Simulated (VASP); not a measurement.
**Ta2N: single point with PBE**

The system is Ta2N.

```
Ta N
1.0
     3.21979    0.00000    0.00000
    -1.60989    2.78842    0.00000
     0.00000    0.00000    4.74493
Ta N
2 1
Direct
  0.66667 0.33333 0.70756
  0.33333 0.66667 0.29244
  0.00000 0.00000 0.00000
```

This cell differs from its parent crystal: strained.

```
Program                : VASP 6.6.1
Task                   : single point
Functional             : PBE
Potentials or basis    : VASP PAW PBE potentials, release 64 (Ta_pv, N)
Cutoff                 : 520 eV
k mesh                 : 15 × 15 × 10
Occupations            : gaussian, width 0.1 eV
Spin                   : no spin polarisation
Dipole correction      : no
Further INCAR settings : ALGO = Normal; EDIFF = 1e-07; NBANDS = 20
```

```
Pressure      : -5.7 GPa
Largest force : 4.590 eV/Å
```

Forces on the atoms (eV/Å):
```
Ta   0.000  0.000  4.590
Ta   0.000  0.000 -4.590
N    0.000  0.000  0.000
```

Stress tensor (GPa, compression positive):
```
-13.54   0.00   0.00
  0.00 -13.54   0.00
  0.00   0.00   9.83
```

Levels at points of the mesh, in eV from the Fermi level:
```csv
k point,band 11,band 12,band 13,band 14,band 15,band 16
"(0.00, 0.00, 0.00)",-4.47,-1.01,-1.01,-0.62,0.02,0.02
"(0.00, 0.00, 0.50)",-3.51,-1.35,-1.35,-1.16,1.86,1.86
```

Wall time 62 s on 1 thread of Intel(R) Xeon(R) 6975P-C (Granite Rapids) (shared host), peak memory 0.29 GiB.

Caveat: the cell differs from its parent crystal (strained); spin-orbit coupling is left out, which moves the levels of the heavy elements; forces of over 1 eV/Å act on the atoms, so gaps and moduli don't describe the material at rest.
